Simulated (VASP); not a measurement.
# Au: single point with PBEsol

Au:

```xyz
1
Lattice="0.0000 2.0726 2.0419 2.0726 0.0000 2.0419 2.0726 2.0726 0.0000" Properties=species:S:1:pos:R:3 pbc="T T T"
Au    0.0000    0.0000    0.0000
```

This cell differs from its parent crystal: strain +0.015 along x and y, +0.000 along z.

- Program: VASP 6.6.1
- Task: single point
- Functional: PBEsol
- Potentials or basis: VASP PAW PBE potentials, release 64 (Au)
- Cutoff: 520 eV
- k mesh: 26 × 26 × 26
- Occupations: gaussian, width 0.15 eV
- Spin: no spin polarisation
- Dipole correction: no
- Further INCAR settings: ALGO = Fast; EDIFF = 1e-07; NBANDS = 12

```json
{
 "Pressure": "-5.1 GPa"
}
```

Stress tensor (GPa, compression positive):
```
-5.27  0.00  0.00
 0.00 -5.27  0.00
 0.00  0.00 -4.80
```

Levels at points of the mesh, in eV from the Fermi level:
```
           k point  band 4  band 5  band 6  band 7  band 8  band 9
(0.00, 0.00, 0.00)   -4.44   -3.14   -3.00   14.54   18.28   18.28
(0.50, 0.00, 0.00)   -1.96   -1.90   -0.89    2.90   13.96   16.71
(0.50, 0.50, 0.00)   -1.62   -1.62    1.21    5.74    9.70    9.70
(0.50, 0.00, 0.50)   -1.68   -1.58    0.96    5.40    9.95    9.97
```

Wall time 2 min on 1 thread of Intel(R) Xeon(R) Platinum 8488C (Sapphire Rapids), with other jobs on the host, peak memory 0.38 GiB.

Caveat: the cell differs from its parent crystal (strain +0.015 along x and y, +0.000 along z); the PAW data sets were made with another functional, which shifts forces and pressure a little; spin-orbit coupling is left out, which moves the levels of the heavy elements.
